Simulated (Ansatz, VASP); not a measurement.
**Two plane-wave programs on BN**

```
CELL_PARAMETERS angstrom
2.50611 0.00000 0.00000
-1.25306 2.17036 0.00000
0.00000 0.00000 9.29157
ATOMIC_POSITIONS crystal
B 0.00000 0.00000 0.00012
B 0.66667 0.33333 0.33345
B 0.33333 0.66667 0.66679
N 0.66667 0.33333 0.00078
N 0.33333 0.66667 0.33412
N 0.00000 0.00000 0.66745
```

Change from the starting cell: strain along c alone, the other axes held, atoms relaxed: -6.0 %.

Alike in both runs: functional PBE; dispersion D3(BJ); k mesh 12 × 12 × 4; occupations gaussian, width 0.02 eV; no spin polarisation.

Ansatz relaxed the structure, and its values are those at the end. VASP's run is a single point on that final structure, the one shown.

```csv
,VASP,Ansatz
version,VASP 6.6.1,Ansatz 0.2.0
potentials or method,"VASP PAW PBE potentials, release 64 (B, N), cutoff 520 eV","scalar-relativistic, plane waves, PAW"
valence electrons in the cell,24,24
```

Ansatz gave:

| Property | Result |
| --- | --- |
| gap on the k mesh at the Fermi level (eV) | 4.03 |
| least direct gap on the mesh (eV) | 4.62 |
| pressure (GPa) | 0.7 |

Task: What did VASP give for the same quantities?

Result: gap on the k mesh at the Fermi level (eV): 4.03; least direct gap on the mesh (eV): 4.61; pressure (GPa): 0.8.

Ansatz's warnings: stress scf threshold loose.
